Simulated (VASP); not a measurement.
A run of VASP 6.6.1:

The input INCAR:

```
PREC = Accurate
ENCUT = 520
EDIFF = 1E-7
ISMEAR = 0
SIGMA = 0.05
LREAL = F
LASPH = T
NELM = 60
ALGO = Normal
ISIF = 2
LWAVE = F
LCHARG = T
GGA = PE
LELF = T
LVHAR = T
NBANDS = 15
```

KPOINTS

```
regular mesh
0
Gamma
  6 6 4
```

File POSCAR:

```
MgI2
1.0
    4.2072027146      0.0000000000     -0.4627922986
   -2.1036013573      3.6435444297      0.2313961493
   -0.8592895233      0.0000000000      7.4992540219
Mg I
1 2
Direct
    0.0000000000      0.0000000000      0.0000000000
    0.2469505252      0.6696757982      0.7747804555
    0.7530494748      0.3303242018      0.2252195445
```

Potentials or basis: VASP PAW PBE potentials, release 64 (Mg, I).

Command:

```bash
$ cat potpaw_PBE.64/Mg/POTCAR potpaw_PBE.64/I/POTCAR > POTCAR
$ mpirun -np 1 vasp_std > vasp.out
```

Hardware: 1 thread of AMD EPYC 7R43 64-Core Processor (Zen 3) (shared host).

Q: Estimate the wall time of this run.

A: It took 120 s on 1 thread of AMD EPYC 7R43 64-Core Processor (Zen 3), on a shared host, peak memory 0.28 GiB. Counts: scf iterations 15, k points 76.
